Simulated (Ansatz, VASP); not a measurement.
Si2Ge in VASP and in Ansatz

```xyz
6
Lattice="3.9294 0.0000 0.0000 -1.9647 3.4030 0.0000 0.0000 0.0000 9.6301" Properties=species:S:1:pos:R:3 pbc="T T T"
Si    0.0000    0.0000    8.4433
Si    0.0000    2.2686    7.6801
Si    0.0000    0.0000    1.1868
Si    1.9647    1.1343    1.9501
Ge    0.0000    2.2686    5.2591
Ge    1.9647    1.1343    4.3710
```

Alike in both runs: functional PBE; k mesh 12 × 12 × 4; occupations gaussian, width 0.02 eV; no spin polarisation.

Ansatz relaxed the structure, and its values are those at the end. VASP's run is a single point on that final structure, the one shown.

|  | VASP | Ansatz |
| --- | --- | --- |
| version | VASP 6.6.1 | Ansatz 0.2.0 |
| potentials or method | VASP PAW PBE potentials, release 64 (Si, Ge_d), cutoff 520 eV | scalar-relativistic, plane waves, PAW |
| valence electrons in the cell | 44 | 44 |

```tsv
	VASP	Ansatz	Ansatz less VASP
gap on the k mesh at the Fermi level (eV)	0.43	0.43	-0.002
least direct gap on the mesh (eV)	0.91	0.90	-0.005
pressure (GPa)	-0.1	0.0	+0.08
```

With one functional, cell and mesh, what is left measures potentials, basis and numerics.
